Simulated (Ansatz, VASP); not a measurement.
**TaN in VASP and in Ansatz**

The input INCAR:

```
SYSTEM = TaN
PREC     = Accurate       ! precision mode
ENCUT    = 520            ! plane-wave cutoff, eV
EDIFF    = 1E-6           ! SCF threshold, eV
ISMEAR   = -1             ! smearing method
SIGMA    = 0.02           ! smearing width, eV
LREAL    = .False.        ! projectors in reciprocal space
LASPH    = .True.         ! aspherical terms in the spheres
NELM     = 100            ! most SCF steps
ALGO     = Normal         ! electronic algorithm
ISIF     = 2              ! what is computed and relaxed
LWAVE    = .False.        ! write WAVECAR
LCHARG   = .False.        ! write CHGCAR
GGA      = PS             ! functional
NBANDS   = 15             ! bands
```

Contents of KPOINTS:

```
Automatic mesh
0
Gamma
  9 9 9
  0 0 0
```

The input POSCAR:

```
TaN
1.0
    0.0653700000      2.2116850000      2.2116850000
    2.2116850000      0.0653700000      2.2116850000
    2.2116850000      2.2116850000      0.0653700000
Ta N
1 1
Direct
    0.5000000000      0.5000000000      0.5000000000
    0.0000000000      0.0000000000      0.0000000000
```

Input for Ansatz:

```yaml
crystal:
  lattice:
    - [0.06537, 2.211685, 2.211685]
    - [2.211685, 0.06537, 2.211685]
    - [2.211685, 2.211685, 0.06537]
  atoms:
    - { symbol: Ta, position: [0.5, 0.5, 0.5] }
    - { symbol: "N", position: [0.0, 0.0, 0.0] }
kpoints:
  mp_grid: { grid: [9, 9, 9] }
  band_path:
    path:
      - [0.0, 0.0, 0.0]
      - [0.5, 0.5, 0.5]
      - [0.2428775097, 0.5, 0.7571224903]
      - [-0.2428775097, 0.2428775097, 0.5]
      - [0.0, 0.0, 0.5]
      - [0.0, 0.0, 0.0]
      - [-0.3714387548, 0.0, 0.3714387548]
      - [0.0, 0.3714387548, 0.6285612452]
      - [0.0, 0.5, 0.5]
    npoints: 5
scf:
  occupations: { method: fermi_dirac, width: 0.02 }
hamiltonian:
  xc: pbesol
  pseudopotentials: { kind: all_electron, lapw: { basis_error: 0.0005 } }
output:
  forces: true
  stress: true
  eigenvalues: true
```

Change from the starting cell: equal xy, yz and zx shear strains of +3 %.

Alike in both runs: task single point; functional PBEsol; k mesh 9 × 9 × 9; occupations fermi-dirac, width 0.02 eV; no spin polarisation.

```csv
,VASP,Ansatz
version,VASP 6.6.1,Ansatz 0.2.0
potentials or method,"VASP PAW PBE potentials, release 64 (Ta_pv, N), cutoff 520 eV","all-electron LAPW, scalar-relativistic"
```

VASP gave:

```
pressure (GPa)                                                : 5.8
traceless stress, the component that is largest in VASP (GPa) : -2.35
```

Problem. Which values does Ansatz return?

Solution. Pressure (GPa): 4.7; traceless stress, the component that is largest in VASP (GPa): -2.37.

VASP's potentials were made for PBE, not for PBEsol. Ansatz ran all-electron here, and VASP with PAW potentials.

Neither program's run includes spin-orbit coupling.
